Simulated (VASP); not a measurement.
Runs of VASP 6.6.1 on Co. The structure is that of space group Fd-3m (No. 227), or close to it. The cells are those of the table. 

| task | spin | cell | k mesh | cutoff (eV) | smearing | gap on the mesh (eV) | pressure (GPa) |
| --- | --- | --- | --- | --- | --- | --- | --- |
| single point | collinear, ferromagnetic start | a = 3.634 Å, angles 60.0°, 2 atoms | 17 × 17 × 17 | 520 | fermi-dirac 0.05 eV | none | -0.5 |
| single point | off | a = 3.370 Å, angles 60.0°, 2 atoms | 12 × 12 × 12 | 520 | fermi-dirac 0.1 eV | none | (a) |
| single point | off | a = 3.652 Å, angles 60.0°, 2 atoms | 12 × 12 × 12 | 520 | fermi-dirac 0.1 eV | none | -10.4 |
| relaxation of cell and atoms | off | relaxed from a = 3.484 Å, angles 60.0°, 2 atoms | 11 × 11 × 11 | 600 | fermi-dirac 0.1 eV | none | 0.0 |
| single point | off | a = 3.469 Å, angles 60.0°, 2 atoms | 12 × 12 × 12 | 520 | fermi-dirac 0.1 eV | none | 4.3 |

Alike in all rows: level RPBE; potentials or basis VASP PAW PBE potentials, release 64 (Co).

Estimate the missing entries.

(a) 18.3.

Caveats: the PAW data sets were made with another functional, which shifts forces and pressure a little.

A gap of «none» marks levels without a gap at the run's occupations.
